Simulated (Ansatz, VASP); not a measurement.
**BN in VASP and in Ansatz**

INCAR

```
SYSTEM = BN
ALGO = Normal
EDIFF = 1E-6
ENCUT = 600
GGA = PE
GGA_COMPAT = .FALSE.
ISIF = 2
ISMEAR = 0
LASPH = .TRUE.
LCHARG = .FALSE.
LREAL = .FALSE.
LWAVE = .FALSE.
NBANDS = 11
NELM = 120
PREC = Accurate
SIGMA = 0.05
```

Contents of KPOINTS:

```
k-points
0
G
  12 12 12
  0 0 0
```

POSCAR

```
BN
1.0
    0.0000000000      1.8359045648      1.8359045648
    1.8359045648      0.0000000000      1.8359045648
    1.8359045648      1.8359045648      0.0000000000
B N
1 1
Direct
    0.0000000000      0.0000000000      0.0000000000
    0.7500000000      0.7500000000      0.7500000000
```

Input for Ansatz:

```yaml
crystal:
  lattice:
    - [0.0, 1.8359045648, 1.8359045648]
    - [1.8359045648, 0.0, 1.8359045648]
    - [1.8359045648, 1.8359045648, 0.0]
  atoms:
    - { symbol: B, position: [0.0, 0.0, 0.0] }
    - { symbol: "N", position: [0.75, 0.75, 0.75] }
basis:
  ecutwfc: 520.0
kpoints:
  mp_grid: { grid: [12, 12, 12] }
hamiltonian:
  xc: pbe
  pseudopotentials: { kind: paw, azcp: { folder: soft_1 } }
scf:
  occupations: { method: gaussian, width: 0.05 }
output:
  forces: true
  stress: true
  eigenvalues: true
```

Alike in both runs: task single point; functional PBE; k mesh 12 × 12 × 12; occupations gaussian, width 0.05 eV; no spin polarisation.

```csv
,VASP,Ansatz
version,VASP 6.6.1,Ansatz 0.2.0
potentials or method,"VASP PAW PBE potentials, release 64 (B, N), cutoff 600 eV","scalar-relativistic, plane waves, PAW"
valence electrons in the cell,8,8
```

```tsv
	VASP	Ansatz	Ansatz less VASP
gap on the k mesh at the Fermi level (eV)	4.41	4.41	+0.005
least direct gap on the mesh (eV)	8.60	8.60	+0.004
pressure (GPa)	-13.5	-13.5	0.00
```
